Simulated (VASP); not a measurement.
A run of VASP 6.6.1 is set up as follows.

Contents of INCAR:

```
SYSTEM = Al3Si8N3
PREC = Accurate ; ENCUT = 520
EDIFF = 1E-6 ; ISMEAR = -1
SIGMA = 0.1379 ; LREAL = .False.
LASPH = .True. ; NELM = 120
ALGO = Normal ; ISIF = 2
LWAVE = .False. ; LCHARG = .False.
GGA = PE ; NBANDS = 41
ISYM = -1 ; GGA_COMPAT = .False.
```

The input KPOINTS:

```
explicit points
1
Reciprocal
  0.25000000   0.25000000   0.25000000 1
```

File POSCAR:

```
Al3Si8N3
1.0
    5.7732050000     -0.0648510000     -0.2515370000
   -0.0648510000      5.9471390000      0.0684970000
   -0.2515370000      0.0684970000      6.5273540000
Al N Si
3 3 8
Direct
    0.5031519741      0.6377848837      0.1000270534
    0.1757078259     -0.0486233403      0.3340962620
    0.2336183333     -0.2004159810      0.7956710404
    0.9925362819      0.3715168822      0.0854990869
    0.4923106286      0.3038770006      0.0511712212
    0.2002356133      0.9154611692      0.0644941766
    1.0612897114      0.1661278413      0.6484712445
    0.9436874779      0.5297784591      0.3168305384
    0.7416698639      0.9153818458      0.7147606063
    0.2216188856      0.2082698668      0.9888952688
    0.7719475541      0.9190937049      0.2289378223
    0.3224500854      0.5374219989      0.5293499223
    0.7290459801      0.1759839012     -0.0231887731
    0.5953980984      0.2234566554      0.4664200135
```

Potentials or basis: VASP PAW PBE potentials, release 64 (Al, N, Si).

Command:

```sh
$ cat potpaw_PBE.64/Al/POTCAR potpaw_PBE.64/N/POTCAR potpaw_PBE.64/Si/POTCAR > POTCAR
$ mpirun -np 1 vasp_std > vasp.out
```

Q: Predict the largest force.

A: 2.924 eV/Å.

Q: Estimate the pressure.

A: -0.1 GPa.

Forces on the atoms (eV/Å):
```
Al  -0.417 -1.256  0.146
Al   1.295 -0.579  2.228
Al  -0.564  0.539 -0.207
N   -0.742 -0.710 -0.138
N   -0.394  2.768  0.320
N    1.054 -0.384 -1.544
Si   0.007  0.279 -0.578
Si   0.182 -1.344 -0.330
Si  -0.476  0.317 -0.806
Si  -1.853  0.206 -0.409
Si  -0.858 -0.958  2.626
Si   0.025 -0.234 -0.925
Si   2.329  1.497 -0.278
Si   0.412 -0.141 -0.105
```

Caveat: the atoms stand as in a frame of molecular dynamics.
